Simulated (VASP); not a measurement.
# GaAs in VASP: notebook, part 2 of 2

VASP 6.6.1. Earlier steps stand in the parts before.

### 4 Relaxation of the atoms, PBE (z stretched by +2 %)

INCAR reads:

```
PREC = Accurate ; ENCUT = 520
EDIFF = 1E-6 ; ISMEAR = -1
SIGMA = 0.02 ; LREAL = F
LASPH = T ; NELM = 100
ALGO = Normal ; ISIF = 2
LWAVE = F ; LCHARG = F
GGA = PE ; IBRION = 2
NSW = 80 ; EDIFFG = -0.02
```

KPOINTS reads:

```
regular mesh
0
Gamma
  13 13 13
```

POSCAR reads:

```
GaAs
1.0
    0.0000000000      2.8268500000      2.8833870000
    2.8268500000      0.0000000000      2.8833870000
    2.8268500000      2.8268500000      0.0000000000
Ga As
1 1
Direct
    0.0000000000      0.0000000000      0.0000000000
    0.2500000000      0.2500000000      0.2500000000
```

Potentials or basis: VASP PAW PBE potentials, release 64 (Ga_d, As).

Run with:

```console
$ cat potpaw_PBE.64/Ga_d/POTCAR potpaw_PBE.64/As/POTCAR > POTCAR
$ mpirun -np 1 vasp_std > vasp.out
```

OUTCAR:

```text
PREC = Accurate
   ENCUT = 520
   EDIFF = 1E-6
   ISMEAR = -1
   LREAL = F
   LASPH = T
   NELM = 100
   ISIF = 2
   GGA = PE
   IBRION = 2
   NSW = 80
   EDIFFG = -0.02

 ion  position               nearest neighbor table
   1  0.000  0.000  0.000-   2 2.46   2 2.46   2 2.46   2 2.46
   2  0.250  0.250  0.250-   1 2.46   1 2.46   1 2.46   1 2.46

  LATTYP: Found a body centered tetragonal cell.
 ALAT       =     3.9977696088
 C/A-ratio  =     1.4424978336

  Lattice vectors:

 A1 = (  -2.8268500000,   0.0000000000,   2.8833870000)
 A2 = (   2.8268500000,   0.0000000000,   2.8833870000)
 A3 = (   0.0000000000,   2.8268500000,  -2.8833870000)

Analysis of symmetry for initial positions (statically):
=====================================================================
 Subroutine PRICEL returns:
 Original cell was already a primitive cell.

 Routine SETGRP: Setting up the symmetry group for a
 body centered tetragonal supercell.

 Subroutine GETGRP returns: Found  8 space group operations
 (whereof  8 operations were pure point group operations)
 out of a pool of 16 trial point group operations.

The static configuration has the point symmetry D_2d.

Analysis of symmetry for dynamics (positions and initial velocities):
=====================================================================
 Subroutine PRICEL returns:
 Original cell was already a primitive cell.

 Routine SETGRP: Setting up the symmetry group for a
 body centered tetragonal supercell.

 Subroutine GETGRP returns: Found  8 space group operations
 (whereof  8 operations were pure point group operations)
 out of a pool of 16 trial point group operations.

The dynamic configuration has the point symmetry D_2d.

 Subroutine INISYM returns: Found  8 space group operations
 (whereof  8 operations are pure point group operations),
 and found     1 'primitive' translations

----------------------------------------------------------------------------------------

                                     Primitive cell

[... 121 lines left out ...]
 conjugate gradient relaxation of ions
 non-spin polarized calculation
  energy-cutoff  :      520.00
  volume of cell :       46.08
 maximum number of plane-waves:      1271
 NGX is ok and might be reduce to    30
   NGX = 15   NGY = 15   NGZ = 15

 number of electron      17.9999988 magnetization

 Free energy of the ion-electron system (eV)
  ---------------------------------------------------
  ext. energy  EPLUGINS =         0.00000000
  ---------------------------------------------------
  free energy    TOTEN  =        -8.26522247 eV

  energy without entropy =       -8.26522234  energy(sigma->0) =       -8.26522240

 E-fermi :   3.9579     XC(G=0):  -9.5002

 val. band max:        3.7847072074   @ k =   0.0000   0.0000   0.0000
 cond. band min:       4.1158570810   @ k =   0.0000   0.0000   0.0000
 fundamental gap:      0.3311498736
 Fermi energy:         3.9579149858

 k-point     1 :       0.0000    0.0000    0.0000
  band No.  band energies     occupation
      1     -11.0278      2.00000
      2     -11.0228      2.00000
      3     -11.0228      2.00000
      4     -10.9518      2.00000
      5     -10.9485      2.00000
      6      -8.8377      2.00000
      7       3.6694      2.00000
      8       3.7847      1.99965
      9       3.7847      1.99965
     10       4.1159      0.00074
     11       7.4560      0.00000
     12       7.4560      0.00000
     13       7.5097      0.00000
[... 354 lines left out ...]
  band No.  band energies     occupation
      1     -11.0992      2.00000
      2     -11.0042      2.00000
      3     -10.9987      2.00000
      4     -10.9511      2.00000
      5     -10.9474      2.00000
      6      -7.1653      2.00000
      7      -2.3456      2.00000
      8       1.3593      2.00000
      9       2.2601      2.00000
     10       6.0608      0.00000
     11       8.0263      0.00000
     12       9.4965      0.00000
     13      10.5465      0.00000

 [... further k-points ...]

------------------------ aborting loop because EDIFF is reached ----------------------------------------

  FORCE on cell =-STRESS in cart. coord.  units (eV):
  Direction    XX          YY          ZZ          XY          YZ          ZX
  --------------------------------------------------------------------------------------
  -------------------------------------------------------------------------------------
  Total        0.6961576      0.6961576      0.3521983      0.0000000      0.0000000      0.0000000
  in kB       24.2035856     24.2035856     12.2450165      0.0000000      0.0000000      0.0000000
  external PRESSURE =      20.2173959 kB  Pullay stress =       0.0000000 kB

 VOLUME and BASIS-vectors are now :
 -----------------------------------------------------------------------------
  energy-cutoff  :      520.00
  volume of cell :       46.08
      direct lattice vectors                 reciprocal lattice vectors
     0.000000000  2.826850000  2.883387000    -0.176875321  0.176875321  0.173407177
     2.826850000  0.000000000  2.883387000     0.176875321 -0.176875321  0.173407177
     2.826850000  2.826850000  0.000000000     0.176875321  0.176875321 -0.173407177

 POSITION                                       TOTAL-FORCE (eV/Angst)
 -----------------------------------------------------------------------------------
      0.00000      0.00000      0.00000         0.000000      0.000000      0.000000
      1.41342      1.41342      1.44169         0.000000      0.000000     -0.000000
 -----------------------------------------------------------------------------------
    total drift:                                0.000002      0.000002      0.000001

  FREE ENERGIE OF THE ION-ELECTRON SYSTEM (eV)
  ---------------------------------------------------
  free  energy   TOTEN  =        -8.2652224680 eV

  energy  without entropy=       -8.2652223403  energy(sigma->0) =       -8.26522240

 reached required accuracy - stopping structural energy minimisation
```

OSZICAR:

```text
N       E                     dE             d eps       ncg     rms          rms(c)
DAV:   1     0.814101139021E+02    0.81410E+02   -0.92469E+03  5152   0.186E+03
DAV:   2    -0.201676394187E+01   -0.83427E+02   -0.80655E+02  5521   0.330E+02
DAV:   3    -0.831178090571E+01   -0.62950E+01   -0.62468E+01  6401   0.756E+01
DAV:   4    -0.841859480999E+01   -0.10681E+00   -0.10676E+00  5931   0.110E+01
DAV:   5    -0.842046298937E+01   -0.18682E-02   -0.18681E-02  6290   0.124E+00    0.284E+00
DAV:   6    -0.828238747093E+01    0.13808E+00   -0.25636E-01  7846   0.954E+00    0.171E+00
DAV:   7    -0.826391482801E+01    0.18473E-01   -0.70944E-02  6653   0.212E+00    0.558E-01
DAV:   8    -0.826471170898E+01   -0.79688E-03   -0.10281E-02  5976   0.141E+00    0.100E-01
DAV:   9    -0.826510820701E+01   -0.39650E-03   -0.10787E-03  6162   0.462E-01    0.545E-02
DAV:  10    -0.826516937542E+01   -0.61168E-04   -0.76717E-05  6591   0.984E-02    0.296E-02
DAV:  11    -0.826522207235E+01   -0.52697E-04   -0.82053E-05  5456   0.741E-02    0.379E-03
DAV:  12    -0.826522246803E+01   -0.39567E-06   -0.11785E-06  4663   0.169E-02
   1 F= -.82652225E+01 E0= -.82652224E+01  d E =-.826522E+01
```

CONTCAR:

```text
GaAs
   1.00000000000000
     0.0000000000000000    2.8268499999999999    2.8833869999999999
     2.8268499999999999    0.0000000000000000    2.8833869999999999
     2.8268499999999999    2.8268499999999999    0.0000000000000000
  Ga              As
     1     1
Direct
     0.0000000000000000    0.0000000000000000    0.0000000000000000
     0.2500000000000000    0.2500000000000000    0.2500000000000000

  0.00000000E+00  0.00000000E+00  0.00000000E+00
  0.00000000E+00  0.00000000E+00  0.00000000E+00
```

It took 2 min on 1 thread of Oxide Virtual Turin-like, shared host; peak memory 0.24 GiB.

Results:

```yaml
Free_energy: -8.2652 eV
Pressure_after_relaxing: 2.0 GPa
Band_gap_on_the_k_mesh: 0.33 eV
```

Final structure:
```cif
data_structure
_symmetry_space_group_name_H-M 'P 1'
_symmetry_Int_Tables_number 1
_cell_length_a 4.0379
_cell_length_b 4.0379
_cell_length_c 3.9978
_cell_angle_alpha 60.329
_cell_angle_beta 60.329
_cell_angle_gamma 59.343
_cell_volume 46.08
loop_
_atom_site_label
_atom_site_type_symbol
_atom_site_fract_x
_atom_site_fract_y
_atom_site_fract_z
_atom_site_occupancy
Ga1 Ga 0.00000 0.00000 0.00000 1
As1 As 0.25000 0.25000 0.25000 1
```

Caveat: the cell differs from its parent crystal (z stretched by +2 %); the relaxation stopped at its first step, so nothing moved.

### 5 Summary

```tsv
cell	gap on the mesh (eV)	pressure (GPa)
atoms relaxed from a = 4.024 Å, angles 60.0°, 2 atoms	0.37	2.0
atoms relaxed from a = 4.050 Å, angles 60.0°, 2 atoms	0.23	0.7
atoms relaxed from a = 4.038, b = 4.038, c = 3.998 Å, angles 60.3, 60.3, 59.3°, 2 atoms	0.33	2.0
```

Alike in all rows: task relaxation of the atoms; level PBE; potentials or basis VASP PAW PBE potentials, release 64 (Ga_d, As); no spin polarisation; k mesh 13 × 13 × 13; cutoff (eV) 520; smearing fermi-dirac 0.02 eV.

Caveats: the relaxation stopped at its first step, so nothing moved.

Absolute energies hang on the potentials; compare differences alone.
